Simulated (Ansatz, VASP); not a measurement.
# One calculation of Zr, two programs

```
Zr
1.0
    -1.81000    1.81000    1.84620
     1.81000   -1.81000    1.84620
     1.81000    1.81000   -1.84620
Zr
1
Direct
  0.00000 0.00000 0.00000
```

Change from the starting cell: zz strain of +2 %, PAW files.

Alike in both runs: task electric field gradients; functional PBEsol; k mesh 14 × 14 × 14; occupations fermi-dirac, width 0.08 eV; no spin polarisation.

|  | VASP | Ansatz |
| --- | --- | --- |
| version | VASP 6.6.1 | Ansatz 0.2.0 |
| potentials or method | VASP PAW PBE potentials, release 64 (Zr_sv) | PAW with Ansatz's default frozen-core files, scalar-relativistic |
| plane-wave cutoff (eV) | 520 | 420 |
| valence electrons in the cell | 12 | 12 |

```csv
,VASP,Ansatz,Ansatz less VASP
pressure (GPa),-8.0,-8.0,-0.05
"traceless stress, the component that is largest in VASP (GPa)",0.16,0.16,0.000
size of Vzz on the site where it differs most (V/Å²),0.7,0.7,-0.07
```

VASP's potentials were made for PBE, not for PBEsol.
